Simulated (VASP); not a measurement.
**Pt: single point with PBE**

Pt:

```
CELL_PARAMETERS angstrom
0.00000 1.96524 1.96524
1.95790 0.00734 1.95790
1.95790 1.95790 0.00734
ATOMIC_POSITIONS crystal
Pt 0.00000 0.00000 0.00000
```

This cell differs from its parent crystal: strain +0.0075 x Voigt [0, 0, 0, 1, 0, 0].

| Item | Value |
| --- | --- |
| Program | VASP 6.6.1 |
| Task | single point |
| Functional | PBE |
| Potentials or basis | VASP PAW PBE potentials, release 64 (Pt) |
| Cutoff | 520 eV |
| k mesh | 10 × 10 × 10 |
| Occupations | gaussian, width 0.15 eV |
| Spin | no spin polarisation |

- Pressure: 11.2 GPa
- Band gap on the k mesh: zero (band 5 reaches 11.86 eV, above the bottom of band 6 at 9.63 eV)

Stress tensor (GPa, compression positive):
```
11.18  0.00  0.00
 0.00 11.23 -0.68
 0.00 -0.68 11.23
```

Levels at points of the mesh, in eV from the Fermi level:
| k point | band 2 | band 3 | band 4 | band 5 | band 6 | band 7 | band 8 | band 9 |
| --- | --- | --- | --- | --- | --- | --- | --- | --- |
| (0.00, 0.00, 0.00) | -3.88 | -3.84 | -3.79 | -1.66 | -1.66 | 14.61 | 19.47 | 19.60 |
| (0.50, 0.00, 0.00) | -3.94 | -3.86 | -0.55 | -0.01 | 0.04 | 5.81 | 14.20 | 19.00 |
| (0.00, 0.50, 0.00) | -3.95 | -3.86 | -0.48 | 0.01 | 0.05 | 5.92 | 14.14 | 18.89 |
| (0.50, 0.50, 0.00) | -6.69 | -0.02 | 0.48 | 0.48 | 1.75 | 8.92 | 11.39 | 11.39 |
| (0.00, 0.50, 0.50) | -6.69 | -0.01 | 0.48 | 0.49 | 1.75 | 8.91 | 11.25 | 11.53 |

It took 14 s on 1 thread of Intel(R) Xeon(R) Platinum 8375C CPU @ 2.90GHz (Ice Lake) (shared host), peak memory 0.16 GiB.

Caveat: the cell differs from its parent crystal (strain +0.0075 x Voigt [0, 0, 0, 1, 0, 0]); spin-orbit coupling is left out, which moves the levels of the heavy elements.
